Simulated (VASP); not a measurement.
Here is a VASP 6.6.1 calculation.

Contents of INCAR:

```
SYSTEM = Rb
ALGO = Normal ; EDIFF = 1E-7
ENCUT = 520 ; GGA = CA
ISIF = 2 ; ISMEAR = 0
LASPH = .TRUE. ; LCHARG = .FALSE.
LREAL = .FALSE. ; LWAVE = .FALSE.
NBANDS = 10 ; NELM = 80
PREC = Accurate ; SIGMA = 0.1
```

File KPOINTS:

```
k-points
0
G
  6 6 6
  0 0 0
```

File POSCAR:

```
Rb
1.0
   -2.6975652005      2.6975652005      2.6975652005
    2.6975652005     -2.6975652005      2.6975652005
    2.6975652005      2.6975652005     -2.6975652005
Rb
1
Direct
    0.0000000000      0.0000000000      0.0000000000
```

Potentials or basis: VASP PAW LDA potentials, release 64 (Rb_sv).

Run with:

```console
$ cat potpaw_LDA.64/Rb_sv/POTCAR > POTCAR
$ mpirun -np 1 vasp_std > vasp.out
```

Question: Estimate the pressure.

Answer: 0.0 GPa.
